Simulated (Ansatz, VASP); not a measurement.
**Be2C: VASP beside Ansatz**

Contents of INCAR:

```
SYSTEM = Be2C
  PREC = Accurate
  ENCUT = 600
  EDIFF = 1E-7
  ISMEAR = 0
  SIGMA = 0.01
  LREAL = .FALSE.
  LASPH = .TRUE.
  NELM = 120
  ALGO = Normal
  ISIF = 3
  LWAVE = .FALSE.
  LCHARG = .FALSE.
  GGA = PS
  IBRION = 2
  NSW = 100
  EDIFFG = -0.01
  GGA_COMPAT = .FALSE.
  NELMIN = 4
```

The input KPOINTS:

```
Automatic mesh
0
G
  8 8 8
  0 0 0
```

The input POSCAR:

```
Be2C
1.0
    0.0000000000      2.1650000000      2.1650000000
    2.1650000000      0.0000000000      2.1650000000
    2.1650000000      2.1650000000      0.0000000000
Be C
2 1
Direct
    0.2500000000      0.2500000000      0.2500000000
    0.7500000000      0.7500000000      0.7500000000
    0.0000000000      0.0000000000      0.0000000000
```

Input for Ansatz:

```yaml
crystal:
  lattice:
    - [0.0, 2.165, 2.165]
    - [2.165, 0.0, 2.165]
    - [2.165, 2.165, 0.0]
  atoms:
    - { symbol: Be, position: [0.25, 0.25, 0.25] }
    - { symbol: Be, position: [0.75, 0.75, 0.75] }
    - { symbol: C, position: [0.0, 0.0, 0.0] }
kpoints:
  mp_grid:
    grid: [8, 8, 8]
    shift: [0.0, 0.0, 0.0]
hamiltonian:
  xc: pbesol
  dispersion: none
scf:
  occupations:
    method: fixed
relax:
  max_steps: 100
  cell: {}
```

Alike in both runs: task relaxation of cell and atoms; functional PBEsol; k mesh 8 × 8 × 8; no spin polarisation.

```csv
,VASP,Ansatz
version,VASP 6.6.1,Ansatz 0.2.0
potentials or method,"VASP PAW PBE potentials, release 64 (Be, C)","plane waves, PAW"
plane-wave cutoff (eV),600,420
occupations,"gaussian, width 0.01 eV",fixed
valence electrons in the cell,8,8
```

VASP gave:

| Property | Result |
| --- | --- |
| relaxed volume (Å³/atom) | 6.69 |
| relaxed cell length with the largest relative difference (Å) | 3.051 |

**Question.** What did Ansatz give for the same quantities?

**Answer.** Relaxed volume (Å³/atom): 6.68; relaxed cell length with the largest relative difference (Å): 3.048.

VASP's potentials were made for PBE, not for PBEsol.
